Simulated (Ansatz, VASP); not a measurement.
## One calculation of LaFeGe, two programs

INCAR

```
ALGO = Normal
EDIFF = 1E-6
ENCUT = 690
GGA = PE
GGA_COMPAT = False
ISIF = 2
ISMEAR = -1
LASPH = True
LCHARG = True
LELF = True
LMAXMIX = 6
LREAL = False
LVHAR = True
LWAVE = False
NBANDS = 28
NELM = 200
PREC = Accurate
SIGMA = 0.05
```

Contents of KPOINTS:

```
k-points
0
Gamma
  7 7 6
```

Contents of POSCAR:

```
LaFeGe
1.0
    4.2318077991      0.0000000000      0.0000000000
   -2.1159038996      3.6648530580      0.0000000000
    0.0000000000      0.0000000000      4.2857840000
La Ge Fe
1 1 1
Direct
    0.0000000000      0.0000000000      0.0000000000
    0.6666666667      0.3333333333      0.5000000000
    0.3333333333      0.6666666667      0.5000000000
```

File input.yaml:

```yaml
crystal:
  lattice:
    - [4.2318077991, 0.0, 0.0]
    - [-2.1159038996, 3.664853058, 0.0]
    - [0.0, 0.0, 4.285784]
  atoms:
    - { symbol: La, position: [0.0, 0.0, 0.0] }
    - { symbol: Ge, position: [0.6666666667, 0.3333333333, 0.5] }
    - { symbol: Fe, position: [0.3333333333, 0.6666666667, 0.5] }
hamiltonian:
  xc: pbe
  pseudopotentials: { kind: paw }
kpoints:
  mp_grid: { grid: [7, 7, 6] }
scf:
  occupations: { method: fermi_dirac, width: 0.05 }
output:
  forces: true
  stress: true
  eigenvalues: true
  write_density: true
  write_potential: true
  elf: true
  volumetric_format: npy
```

Alike in both runs: task single point; functional PBE; k mesh 7 × 7 × 6; occupations fermi-dirac, width 0.05 eV; no spin polarisation.

|  | VASP | Ansatz |
| --- | --- | --- |
| version | VASP 6.6.1 | Ansatz 0.2.0 |
| potentials or method | VASP PAW PBE potentials, release 64 (La, Ge_d, Fe_sv) | Ansatz PAW |
| plane-wave cutoff (eV) | 690 | 420 |
| valence electrons in the cell | 41 | 41 |

VASP gave:

```
gap on the k mesh at the Fermi level (eV)                     : none
pressure (GPa)                                                : -4.0
traceless stress, the component that is largest in VASP (GPa) : 1.49
```

Task: Which values does Ansatz return?

Result: gap on the k mesh at the Fermi level (eV): none; pressure (GPa): -3.9; traceless stress, the component that is largest in VASP (GPa): 1.53.

A gap of «none» marks a metal or a gap that the smearing closes.

Spin-orbit coupling is off throughout.
